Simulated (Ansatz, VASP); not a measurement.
Ta in VASP and in Ansatz

```
Ta
1.0
    -1.62349    1.62349    1.62349
     1.62349   -1.62349    1.62349
     1.62349    1.62349   -1.62349
Ta
1
Direct
  0.00000 0.00000 0.00000
```

Alike in both runs: functional LDA; k mesh 8 × 8 × 8; occupations gaussian, width 0.1 eV; no spin polarisation.

Ansatz relaxed the structure, and its values are those at the end. VASP's run is a single point on that final structure, the one shown.

|  | VASP | Ansatz |
| --- | --- | --- |
| version | VASP 6.6.1 | Ansatz 0.2.0 |
| potentials or method | VASP PAW LDA potentials, release 64 (Ta_sv_GW), cutoff 500 eV | scalar-relativistic, plane waves, PAW |
| valence electrons in the cell | 13 | 13 |

```csv
,VASP,Ansatz,Ansatz less VASP
gap on the k mesh at the Fermi level (eV),none,none,-
pressure (GPa),-0.5,0.0,+0.55
```

Ansatz warns that its potentials were made for another functional, while VASP's fit it. LDA's correlation is that of Perdew and Zunger in VASP and of Perdew and Wang (1992) in Ansatz. A gap of «none» marks a metal or a gap that the smearing closes.

Neither program's run includes spin-orbit coupling.
